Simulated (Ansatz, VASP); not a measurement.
Two plane-wave programs on P

File INCAR:

```
  PREC = Accurate
  ENCUT = 520
  EDIFF = 1E-7
  ISMEAR = 0
  SIGMA = 0.05
  LREAL = False
  LASPH = True
  NELM = 60
  ALGO = Normal
  ISIF = 2
  LWAVE = False
  LCHARG = True
  GGA = PS
  LELF = True
  LVHAR = True
  NBANDS = 30
```

The input KPOINTS:

```
regular mesh
0
Gamma
  8 1 3
```

POSCAR

```
P
1.0
   -3.2837277200      0.0000000000      0.0000000000
    0.0000000000    -34.8570309900      4.6320847100
    0.0000000000      0.1317300658     10.2554550447
P
8
Direct
    0.0000000000      0.0315489445      0.4790423483
    0.0000000000      0.0298449217      0.0281416801
    0.0000000000      0.9735631238      0.8736596562
    0.0000000000      0.9718591011      0.4227589880
    0.5000000000      0.9730251663      0.7313109646
    0.5000000000      0.9713211435      0.2804102964
    0.5000000000      0.0320869020      0.6213910400
    0.5000000000      0.0303828793      0.1704903718
```

Input for Ansatz:

```yaml
crystal:
  lattice:
    - [-3.28372772, 0.0, 0.0]
    - [0.0, -34.85703099, 4.63208471]
    - [0.0, 0.1317300658, 10.2554550447]
  atoms:
    - { symbol: P, position: [0.0, 0.0315489445, 0.4790423483] }
    - { symbol: P, position: [0.0, 0.0298449217, 0.0281416801] }
    - { symbol: P, position: [0.0, 0.9735631238, 0.8736596562] }
    - { symbol: P, position: [0.0, 0.9718591011, 0.422758988] }
    - { symbol: P, position: [0.5, 0.9730251663, 0.7313109646] }
    - { symbol: P, position: [0.5, 0.9713211435, 0.2804102964] }
    - { symbol: P, position: [0.5, 0.032086902, 0.62139104] }
    - { symbol: P, position: [0.5, 0.0303828793, 0.1704903718] }
basis:
  ecutwfc: 420
kpoints:
  mp_grid: { grid: [8, 1, 3] }
hamiltonian:
  xc: pbesol
scf:
  occupations: { method: gaussian, width: 0.05 }
output:
  forces: true
  stress: true
  eigenvalues: true
  write_density: true
  write_potential: true
  elf: true
  volumetric_format: npy
```

Alike in both runs: task single point; functional PBEsol; k mesh 8 × 1 × 3; occupations gaussian, width 0.05 eV; no spin polarisation.

```csv
,VASP,Ansatz
version,VASP 6.6.1,Ansatz 0.2.0
potentials or method,"VASP PAW PBE potentials, release 64 (P), cutoff 520 eV","scalar-relativistic, plane waves, PAW"
valence electrons in the cell,40,40
```

```csv
,VASP,Ansatz,Ansatz less VASP
gap on the k mesh at the Fermi level (eV),none,none,-
rms of the force components (eV/Å),0.233,0.230,-0.0029
```

VASP's potentials were made for PBE, not for PBEsol. Atom by atom the forces differ by 0.012 eV/Å (rms over components). A gap of «none» marks a metal or a gap that the smearing closes. With one functional, cell and mesh, what is left measures potentials, basis and numerics. Ansatz's warnings: xc potential rough in thin density.
